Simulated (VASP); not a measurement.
# LiBe4 (R-3m) in VASP: further runs

LiBe4 is run at these levels: PBE; tasks: relaxation of shape and atoms at fixed volume, relaxation of cell and atoms.

Program: VASP 6.6.1. These are calculated values, not measurements. Logs are shortened: lines on timing, memory, paths and dates and some standing lists are left out, and cuts for length are marked.

**1. The cell of the first run**

Symmetry: R-3m, No. 166, trigonal system. Conventional cell: a = 3.503 Å, b = 3.503 Å, c = 10.739 Å, α = 90.00°, β = 90.00°, γ = 120.00°. Within 2.9 Å of Li (site symmetry -3m) lie 14 Be at 2.16 to 2.47 Å. Be (site symmetry 3m) has 11 Be at 2.03 to 2.55 Å and 3 Li at 2.17 Å within 2.7 Å. Within 2.8 Å of Be (site symmetry 3m) lie 10 Be at 2.12 to 2.45 Å and 4 Li at 2.16 to 2.47 Å.

**2. Relaxation of shape and atoms at fixed volume, PBE (7.61 Å³/atom)**

Input file INCAR:

```
PREC     = Accurate       # precision mode
ENCUT    = 600            # plane-wave cutoff, eV
EDIFF    = 1E-7           # SCF threshold, eV
ISMEAR   = 0              # smearing method
SIGMA    = 0.1            # smearing width, eV
LREAL    = False          # projectors in reciprocal space
LASPH    = True           # aspherical terms in the spheres
NELM     = 80             # most SCF steps
ALGO     = Fast           # electronic algorithm
ISIF     = 4              # what is computed and relaxed
LWAVE    = False          # write WAVECAR
LCHARG   = False          # write CHGCAR
GGA      = PE             # functional
IBRION   = 2              # ionic algorithm
NSW      = 50             # ionic steps
EDIFFG   = -0.01          # ionic threshold
```

Input file KPOINTS:

```
Automatic mesh
0
Gamma
  12 12 12
```

Input file POSCAR:

```
LiBe4
1.0
    1.7513857095      1.0111630108      3.5795611976
   -1.7513857095      1.0111630108      3.5795611976
    0.0000000000     -2.0223260217      3.5795611976
Li Be
1 4
Direct
    0.5000000000      0.5000000000      0.5000000000
    0.9053581512      0.9053581512      0.9053581512
    0.0946418488      0.0946418488      0.0946418488
    0.7007279470      0.7007279470      0.7007279470
    0.2992720530      0.2992720530      0.2992720530
```

Potentials or basis: VASP PAW PBE potentials, release 64 (Li_sv, Be).

Started as:

```
> cat potpaw_PBE.64/Li_sv/POTCAR potpaw_PBE.64/Be/POTCAR > POTCAR
> mpirun -np 1 vasp_std > vasp.out
```

OUTCAR:

```text
PREC = Accurate
   ENCUT = 600
   EDIFF = 1E-7
   ISMEAR = 0
   LREAL = False
   LASPH = True
   NELM = 80
   ISIF = 4
   GGA = PE
   IBRION = 2
   NSW = 50
   EDIFFG = -0.01

 ion  position               nearest neighbor table
   1  0.500  0.500  0.500-   4 2.16   5 2.16   3 2.17   2 2.17   3 2.17   3 2.17   2 2.17   2 2.17
                             5 2.47   4 2.47   5 2.47   4 2.47   5 2.47   4 2.47
   2  0.905  0.905  0.905-   3 2.03   5 2.12   5 2.12   5 2.12   1 2.17   1 2.17   1 2.17   4 2.20

   3  0.095  0.095  0.095-   2 2.03   4 2.12   4 2.12   4 2.12   1 2.17   1 2.17   1 2.17   5 2.20

   4  0.701  0.701  0.701-   3 2.12   3 2.12   3 2.12   5 2.15   5 2.15   5 2.15   1 2.16   2 2.20
                             1 2.47   1 2.47   1 2.47
   5  0.299  0.299  0.299-   2 2.12   2 2.12   2 2.12   4 2.15   4 2.15   4 2.15   1 2.16   3 2.20
                             1 2.47   1 2.47   1 2.47

  LATTYP: Found a trigonal (rhomboedric) cell.
 ALAT       =     4.1113332272
 COS(alpha) =     0.6370655089

  Lattice vectors:

 A1 = (   1.7513857095,   1.0111630108,   3.5795611976)
 A2 = (  -1.7513857095,   1.0111630108,   3.5795611976)
 A3 = (   0.0000000000,  -2.0223260217,   3.5795611976)

Analysis of symmetry for initial positions (statically):
=====================================================================
 Subroutine PRICEL returns:
 Original cell was already a primitive cell.

 Routine SETGRP: Setting up the symmetry group for a
 trigonal (rhombohedral) supercell.

 Subroutine GETGRP returns: Found 12 space group operations
 (whereof 12 operations were pure point group operations)
 out of a pool of 12 trial point group operations.

The static configuration has the point symmetry D_3d.

Analysis of symmetry for dynamics (positions and initial velocities):
=====================================================================
 Subroutine PRICEL returns:
 Original cell was already a primitive cell.

 Routine SETGRP: Setting up the symmetry group for a
 trigonal (rhombohedral) supercell.

 Subroutine GETGRP returns: Found 12 space group operations
 (whereof 12 operations were pure point group operations)
 out of a pool of 12 trial point group operations.

The dynamic configuration has the point symmetry D_3d.

 Subroutine INISYM returns: Found 12 space group operations
 (whereof 12 operations are pure point group operations),
 and found     1 'primitive' translations

----------------------------------------------------------------------------------------

                                     Primitive cell

  volume of cell :      38.0351

  direct lattice vectors                    reciprocal lattice vectors
     1.751385710  1.011163011  3.579561198     0.285488226  0.164826704  0.093121284
    -1.751385710  1.011163011  3.579561198    -0.285488226  0.164826704  0.093121284
     0.000000000 -2.022326022  3.579561198     0.000000000 -0.329653409  0.093121284

  length of vectors
     4.111333227  4.111333227  4.111333227     0.342553563  0.342553563  0.342553563

  position of ions in fractional coordinates (direct lattice)
     0.500000000  0.500000000  0.500000000
     0.905358151  0.905358151  0.905358151
     0.094641849  0.094641849  0.094641849
     0.700727947  0.700727947  0.700727947
     0.299272053  0.299272053  0.299272053

  ion indices of the primitive-cell ions
   primitive index   ion index
                 1           1
                 2           2
                 3           3
                 4           4
                 5           5

----------------------------------------------------------------------------------------

 KPOINTS: Automatic mesh

Automatic generation of k-mesh.
 Grid dimensions read from file:
 generate k-points for:   12   12   12

 Generating k-lattice:

  Cartesian coordinates                     Fractional coordinates (reciprocal lattice)
     0.023790686  0.013735559  0.007760107     0.083333333  0.000000000  0.000000000
    -0.023790686  0.013735559  0.007760107     0.000000000  0.083333333  0.000000000
     0.000000000 -0.027471117  0.007760107    -0.000000000 -0.000000000  0.083333333

  Length of vectors
     0.028546130  0.028546130  0.028546130

  Shift w.r.t. Gamma in fractional coordinates (k-lattice)
     0.000000000  0.000000000  0.000000000

 Subroutine IBZKPT returns following result:
 ===========================================

 Found    189 irreducible k-points:

 Following reciprocal coordinates:
            Coordinates               Weight
  0.000000  0.000000  0.000000      1.000000
  0.083333 -0.000000  0.000000      6.000000
  0.166667 -0.000000  0.000000      6.000000
  0.250000  0.000000 -0.000000      6.000000
  0.333333  0.000000  0.000000      6.000000
  0.416667 -0.000000  0.000000      6.000000
[... 16 lines left out ...]
  0.500000  0.166667  0.000000     12.000000
 -0.416667  0.166667  0.000000     12.000000
 [... further k-points ...]
   k-points           NKPTS =    189   k-points in BZ     NKDIM =    189   number of bands    NBANDS=      9
   number of dos      NEDOS =    301   number of ions     NIONS =      5
   total plane-waves  NPLWV =  46656
   dimension x,y,z NGX =    36 NGY =   36 NGZ =   36
   dimension x,y,z NGXF=    72 NGYF=   72 NGZF=   72
   ions per type =               1   4
   NGX,Y,Z   is equivalent  to a cutoff of  14.56, 14.56, 14.56 a.u.
   NGXF,Y,Z  is equivalent  to a cutoff of  29.11, 29.11, 29.11 a.u.
 SYSTEM =  unknown system
   PREC   = accura    normal or accurate (medium, high low for compatibility)
   ISTART =      0    job   : 0-new  1-cont  2-samecut
   ICHARG =      2    charge: 1-file 2-atom 10-const
   ISPIN  =      1    spin polarized calculation?
   LNONCOLLINEAR =      F non collinear calculations
   LSORBIT =      F    spin-orbit coupling
   LASPH  =      T    aspherical Exc in radial PAW
   ENCUT  =  600.0 eV  44.10 Ry    6.64 a.u.   8.21  8.21  8.21*2*pi/ulx,y,z
   NELM   =     80;   NELMIN=  2; NELMDL= -5     # of ELM steps
   EDIFF  = 0.1E-06   stopping-criterion for ELM
   LREAL  =      F    real-space projection
   EDIFFG = -.1E-01   stopping-criterion for IOM
   NSW    =     50    number of steps for IOM
   IBRION =      2    ionic relax: 0-MD 1-quasi-New 2-CG
   NFREE  =      1    steps in history (QN), initial steepest desc. (CG)
   ISIF   =      4    stress and relaxation
   ISYM   =      2    0-nonsym 1-usesym 2-fastsym
   POTIM  = 0.5000    time-step for ionic-motion
   TEBEG  =    0.0;   TEEND  =   0.0 temperature during run
   PSTRESS=    0.0 pullay stress
   NELECT =      11.0000    total number of electrons
   NUPDOWN=      -1.0000    fix difference up-down
   EMIN   =  10.00;   EMAX   =-10.00  energy-range for DOS
   EFERMI =   0.00;   METHOD = LEGACY
   ISMEAR =     0;   SIGMA  =   0.10  broadening in eV -4-tet -1-fermi 0-gaus
   EFERMI_NEDOS =   21; number of points for ismear=-14 and -15
   IALGO  =     68    algorithm
   IMIX   =      4    mixing-type and parameters
     AMIX     =   0.40;   BMIX     =  1.00
     AMIX_MAG =   1.60;   BMIX_MAG =  1.00
  volume/ion in A,a.u.               =       7.61        51.33
  Fermi-wavevector in a.u.,A,eV,Ry     =   1.082624  2.045863 15.947050  1.172075
  Thomas-Fermi vector in A             =   2.218670
   LORBIT       =      0    0 simple, 1 ext, 2 COOP (PROOUT), +10 PAW based schemes
   GGA     = PE    functional components
   LHFCALC =     F    Hartree Fock is set to
   AEXX    =    0.0000 exact exchange contribution
   IVDW    =     0    specifies the selected vdW correction
   LEPSILON=     F    determine dielectric tensor
   LRPA    =     F    only Hartree local field effects (RPA)
 conjugate gradient relaxation of ions
 non-spin polarized calculation
 RMM-DIIS sequential band-by-band and
 Gauss-broadening in eV      SIGMA  =   0.10
  energy-cutoff  :      600.00
  volume of cell :       38.04
 maximum number of plane-waves:      1280
 NGX is ok and might be reduce to    36
   NGX = 17   NGY = 17   NGZ = 17

--------------------------------------- Ionic step        1  -------------------------------------------

 number of electron      11.0000002 magnetization

 Free energy of the ion-electron system (eV)
  ---------------------------------------------------
  ext. energy  EPLUGINS =         0.00000000
  ---------------------------------------------------
  free energy    TOTEN  =       -16.20531829 eV

  energy without entropy =      -16.20158904  energy(sigma->0) =      -16.20345366

------------------------ aborting loop EDIFF was not reached (unconverged)  ----------------------------

  FORCE on cell =-STRESS in cart. coord.  units (eV):
  Direction    XX          YY          ZZ          XY          YZ          ZX
  --------------------------------------------------------------------------------------
  -------------------------------------------------------------------------------------
  Total        3.5838848      3.5838848      3.7299821      0.0000000     -0.0000000      0.0000000
  in kB      150.9665069    150.9665069    157.1206654      0.0000000     -0.0000000      0.0000000
  external PRESSURE =     153.0178931 kB  Pullay stress =       0.0000000 kB

 VOLUME and BASIS-vectors are now :
 -----------------------------------------------------------------------------
  energy-cutoff  :      600.00
  volume of cell :       38.04
      direct lattice vectors                 reciprocal lattice vectors
     1.751385710  1.011163011  3.579561198     0.285488226  0.164826704  0.093121284
    -1.751385710  1.011163011  3.579561198    -0.285488226  0.164826704  0.093121284
     0.000000000 -2.022326022  3.579561198     0.000000000 -0.329653409  0.093121284
[... 210 lines left out ...]
  energy  without entropy=      -16.2657302730  energy(sigma->0) =      -16.26784285

--------------------------------------- Ionic step        7  -------------------------------------------

 number of electron      11.0000002 magnetization

 Free energy of the ion-electron system (eV)
  ---------------------------------------------------
  ext. energy  EPLUGINS =         0.00000000
  ---------------------------------------------------
  free energy    TOTEN  =       -16.27001193 eV

  energy without entropy =      -16.26576859  energy(sigma->0) =      -16.26789026

 E-fermi :   6.1658     XC(G=0): -10.5902

 val. band max:        6.1403425119   @ k =  -0.3333   0.0833  -0.0000
 cond. band min:       6.1850893818   @ k =  -0.4167   0.4167   0.1667
 fundamental gap:      0.0447468699
 Fermi energy:         6.1657551106

 k-point     1 :       0.0000    0.0000    0.0000
  band No.  band energies     occupation
      1     -38.7017      2.00000
      2      -3.5766      2.00000
      3       4.2132      2.00000
      4       5.0215      2.00000
      5       7.8019      0.00000
      6       7.8019      0.00000
      7       8.2736      0.00000
      8       8.2736      0.00000
      9      11.8764      0.00000
[... 265 lines left out ...]
 k-point    24 :      -0.4167    0.1667    0.0000
  band No.  band energies     occupation
      1     -38.6975      2.00000
      2      -0.7667      2.00000
      3       0.1581      2.00000
      4       3.0644      2.00000
      5       3.6091      2.00000
      6       5.1891      2.00000
      7       9.6735      0.00000
      8       9.9766      0.00000
      9      11.0049      0.00000

 [... further k-points ...]
[... 5 lines left out ...]
  --------------------------------------------------------------------------------------
  -------------------------------------------------------------------------------------
  Total        3.5708895      3.5708895      3.5403097      0.0000000     -0.0000000      0.0000000
  in kB      150.4190963    150.4190963    149.1309604      0.0000000     -0.0000000      0.0000000
  external PRESSURE =     149.9897177 kB  Pullay stress =       0.0000000 kB
[... 20 lines left out ...]
  FREE ENERGIE OF THE ION-ELECTRON SYSTEM (eV)
  ---------------------------------------------------
  free  energy   TOTEN  =       -16.2700119266 eV

  energy  without entropy=      -16.2657685874  energy(sigma->0) =      -16.26789026

 reached required accuracy - stopping structural energy minimisation
```

Run time: 23 min. Hardware: 1 thread of Oxide Virtual Turin-like, shared host; peak memory 0.23 GiB.

Results:

```
Free energy                  : -16.2700 eV
Energy gained by relaxing    : 12.9 meV/atom
Ionic steps                  : 7
Pressure after relaxing      : 15.0 GPa
Largest force after relaxing : 0.008 eV/Å
Band gap on the k mesh       : zero (an odd number of electrons rules out a gap without spin polarisation)
```

Forces on the atoms (eV/Å):
```
Li   0.000  0.000  0.000
Be   0.000  0.000 -0.002
Be   0.000  0.000  0.002
Be   0.000  0.000 -0.008
Be   0.000  0.000  0.008
```

Step by step:
```csv
step,energy change (eV),largest force (eV/Å),pressure (GPa),volume (Å³)
1,0.0000,0.0965,15.30,38.04
2,-0.0645,0.0291,14.99,38.04
3,-0.0645,0.0291,14.99,38.04
4,-0.0646,0.0206,15.00,38.04
5,-0.0646,0.0178,15.01,38.04
6,-0.0646,0.0172,15.01,38.04
7,-0.0647,0.0078,15.00,38.04
```

Final structure:
```
Li Be
1.0
     1.75147    1.01121    3.57924
    -1.75147    1.01121    3.57924
     0.00000   -2.02242    3.57924
Li Be
1 4
Cartesian
  0.0000 0.0000 5.3689
  0.0000 0.0000 9.7188
  0.0000 0.0000 1.0189
  0.0000 0.0000 7.5237
  0.0000 0.0000 3.2140
```

Levels at points of the mesh, in eV from the Fermi level:
```tsv
k point	band 3	band 4	band 5	band 6	band 7	band 8	band 9
(0.00, 0.00, 0.00)	-1.95	-1.14	1.64	1.64	2.11	2.11	5.71
(0.50, 0.00, 0.00)	-6.29	-3.08	-1.00	0.55	2.10	2.62	3.44
(0.50, 0.50, 0.00)	-6.10	-3.18	-3.13	-2.79	3.32	7.24	8.67
(0.50, 0.50, 0.50)	-6.91	0.63	0.63	1.65	1.65	6.30	6.71
```

Caveat: the cutoff is under 1.25 times the usual one of these potentials, so pressure, stress and relaxed cells hold a basis-set (Pulay) error.

**3. Relaxation of cell and atoms, PBE**

This run uses another cell than the first one, of 8.64 Å³/atom.

Input file INCAR:

```
  PREC = Accurate
  ENCUT = 600
  EDIFF = 1E-7
  ISMEAR = 0
  SIGMA = 0.1
  LREAL = F
  LASPH = T
  NELM = 80
  ALGO = Normal
  ISIF = 3
  LWAVE = F
  LCHARG = F
  GGA = PE
  IBRION = 2
  NSW = 80
  EDIFFG = -0.001
```

Input file KPOINTS:

```
regular mesh
0
Gamma
  12 12 12
```

Input file POSCAR:

```
LiBe4
1.0
    1.8272118939      1.0549412788      3.7370843112
   -1.8272118939      1.0549412788      3.7370843112
    0.0000000000     -2.1098825577      3.7370843112
Li Be
1 4
Direct
    0.5000000000      0.5000000000      0.5000000000
    0.9062494663      0.9062494663      0.9062494663
    0.0937505337      0.0937505337      0.0937505337
    0.7011731271      0.7011731271      0.7011731271
    0.2988268729      0.2988268729      0.2988268729
```

Potentials or basis: VASP PAW PBE potentials, release 64 (Li_sv, Be).

Started as:

```
> cat potpaw_PBE.64/Li_sv/POTCAR potpaw_PBE.64/Be/POTCAR > POTCAR
> mpirun -np 1 vasp_std > vasp.out
```

Wall time 8.4 min (1 thread of Oxide Virtual Turin-like, shared host); peak memory 0.23 GiB.

Results (log left out):

| Quantity | Value |
| --- | --- |
| Free energy | -16.4962 eV |
| Relaxed volume | 8.65 Å³/atom |
| Relaxed cell | a = 4.293 Å, b = 4.293 Å, c = 4.293 Å, α = 50.39°, β = 50.39°, γ = 50.39° |
| Space group after relaxing (to 0.1 Å) | R-3m (No. 166) |
| Energy gained by relaxing | 0.0 meV/atom |
| Ionic steps | 6 |
| Pressure after relaxing | 0.0 GPa |
| Band gap on the k mesh | zero (an odd number of electrons rules out a gap without spin polarisation) |

Final structure:
```
Li Be
1.0
     1.82775    1.05525    3.73894
    -1.82775    1.05525    3.73894
     0.00000   -2.11051    3.73894
Li Be
1 4
Direct
  0.50000 0.50000 0.50000
  0.90630 0.90630 0.90630
  0.09370 0.09370 0.09370
  0.70120 0.70120 0.70120
  0.29880 0.29880 0.29880
```

Levels at points of the mesh, in eV from the Fermi level:
| k point | band 3 | band 4 | band 5 | band 6 | band 7 | band 8 | band 9 |
| --- | --- | --- | --- | --- | --- | --- | --- |
| (0.00, 0.00, 0.00) | -1.86 | -1.07 | 1.51 | 1.51 | 1.90 | 1.90 | 5.27 |
| (0.50, 0.00, 0.00) | -5.99 | -2.80 | -0.95 | 0.58 | 1.76 | 2.31 | 2.94 |
| (0.50, 0.50, 0.00) | -5.81 | -3.04 | -2.85 | -2.63 | 2.70 | 6.52 | 7.85 |
| (0.50, 0.50, 0.50) | -6.57 | 0.56 | 0.56 | 1.56 | 1.56 | 5.67 | 5.98 |

Caveat: the cutoff is under 1.25 times the usual one of these potentials, so pressure, stress and relaxed cells hold a basis-set (Pulay) error.
